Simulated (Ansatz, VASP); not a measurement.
# Two plane-wave programs on TiO

Contents of POSCAR:

```
TiO
1.0
    3.0309987015      0.0000000000      0.0000000000
   -1.5154993507      2.6249218743      0.0000000000
    0.0000000000      0.0000000000      3.2377000000
Ti O
1 1
Direct
    0.0000000000      0.0000000000      0.5000000000
    0.6666666667      0.3333333333      0.0000000000
```

Contents of INCAR.step1:

```
SYSTEM = TiO
PREC = Accurate
ENCUT = 520
ISMEAR = 0
SIGMA = 0.1
LREAL = .False.
LASPH = .True.
NELM = 100
NBANDS = 16
GGA = PE
ALGO = Normal
EDIFF = 1E-4
LWAVE = .True.
LCHARG = .False.
```

Contents of INCAR.step2:

```
SYSTEM = TiO
PREC = Accurate
ENCUT = 520
EDIFF = 1E-7
ISMEAR = 0
SIGMA = 0.1
LREAL = .False.
LASPH = .True.
NELM = 100
ALGO = Normal
ISIF = 2
LWAVE = .False.
LCHARG = .True.
METAGGA = R2SCAN
LMIXTAU = .True.
LELF = .True.
LVHAR = .True.
NBANDS = 16
ISTART = 1
```

File KPOINTS:

```
regular mesh
0
Gamma
  12 12 12
  0 0 0
```

Input for Ansatz:

```yaml
crystal:
  lattice:
    - [3.0309987015, 0.0, 0.0]
    - [-1.5154993507, 2.6249218743, 0.0]
    - [0.0, 0.0, 3.2377]
  atoms:
    - { symbol: Ti, position: [0.0, 0.0, 0.5] }
    - { symbol: O, position: [0.6666666667, 0.3333333333, 0.0] }
basis:
  ecutwfc: 500
kpoints:
  mp_grid: { grid: [12, 12, 12] }
hamiltonian:
  xc: r2scan
scf:
  occupations: { method: gaussian, width: 0.1 }
  max_iter: 60
output:
  forces: true
  stress: true
  eigenvalues: true
```

Change from the starting cell: input fault: two atoms' positions swapped.

Alike in both runs: task single point; functional r2SCAN; k mesh 12 × 12 × 12; occupations gaussian, width 0.1 eV; no spin polarisation.

|  | VASP | Ansatz |
| --- | --- | --- |
| version | VASP 6.6.1 | Ansatz 0.2.0 |
| potentials or method | VASP PAW PBE potentials, release 64 (Ti_sv, O), cutoff 520 eV | scalar-relativistic, plane waves, PAW |
| valence electrons in the cell | 18 | 18 |

```csv
,VASP,Ansatz,Ansatz less VASP
gap on the k mesh at the Fermi level (eV),0.17,0.17,+0.002
least direct gap on the mesh (eV),0.17,0.17,+0.002
```

VASP's potentials were made for PBE, not for r2SCAN. The functional is the same, so the differences come from potentials, cutoffs and numerics.
